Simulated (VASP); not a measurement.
The system is Sb2Se3.

```
CELL_PARAMETERS angstrom
4.87214 0.00000 0.00000
-2.43607 4.21940 0.00000
0.00000 0.00000 8.04829
ATOMIC_POSITIONS crystal
Sb 0.33333 0.66667 0.50000
Sb 0.00000 0.00000 0.00000
Se 0.33333 0.66667 0.73573
Se 0.33333 0.66667 0.26427
Se 0.33333 0.66667 0.00000
```

The cell was generated, and may not be a known phase.

* Program: VASP 6.6.1
* Task: relaxation of cell and atoms
* Functional: PBE
* Potentials or basis: VASP PAW PBE potentials, release 64 (Sb, Se)
* Cutoff: 500 eV
* k mesh: 3 × 3 × 2
* Occupations: gaussian, width 0.15 eV
* Spin: no spin polarisation

At the start: pressure 44.2 GPa; volume 33.09 Å³/atom.

Problem. Where does the relaxation end?

Solution. Over 30 steps the energy falls by 2691.0 meV/atom and the volume is 43.34 Å³/atom (+31.0 %); space group P-6m2 (No. 187, to 0.1 Å) before and after.

The path:
```csv
step,energy change (eV),largest force (eV/Å),pressure (GPa),volume (Å³)
1,0.0000,17.0086,44.18,165.45
2,-7.7610,1.3105,-3.28,397.22
3,-8.1467,1.2494,-3.19,379.65
4,-8.4351,1.1761,-3.11,365.40
5,-9.9789,2.4903,-0.54,257.64
6,-9.9335,1.8483,-1.07,266.52
7,-9.9483,2.0213,-0.93,264.00
8,-10.3579,0.5988,-1.93,254.58
9,-10.3928,0.2506,-2.08,251.29
10,-10.6764,0.6776,-0.66,225.52
11,-10.7348,0.9767,0.69,210.66
12,-11.0712,1.7243,1.50,200.17
13,-10.9873,3.4172,10.79,167.99
14,-11.2434,3.0579,3.55,188.64
15,-11.3434,3.7512,6.22,178.37
16,-11.3948,3.6540,6.39,177.70
17,-11.5066,3.3048,7.08,175.66
18,-11.4565,2.1507,9.35,171.48
19,-11.5288,2.9623,7.86,173.97
20,-11.6559,2.7528,7.37,175.23
21,-11.9926,2.2958,6.11,179.06
22,-12.5165,1.7297,4.02,186.87
23,-13.1481,1.0999,1.05,203.12
24,-13.3267,0.5303,-1.94,238.28
25,-13.3787,0.6295,-1.40,227.50
26,-13.3808,0.6849,-1.08,222.85
27,-13.4106,0.5135,-0.76,221.67
28,-13.4359,0.1040,-0.07,219.35
29,-13.4443,0.0758,-0.04,218.69
30,-13.4551,0.0023,0.10,216.69
```

Final structure:
```
Sb Se
1.0
     4.76414    0.00000    0.00000
    -2.38207    4.12586    0.00000
     0.00000    0.00000   11.02412
Sb Se
2 3
Cartesian
  0.0000 2.7506 5.5121
  0.0000 0.0000 0.0000
  0.0000 2.7506 7.9784
  0.0000 2.7506 3.0457
  0.0000 2.7506 11.0241
```

Caveat: the k points lie up to 0.51 Å⁻¹ apart in the final cell; the volume moved by over 15 % at a fixed basis, so the end points are rough.
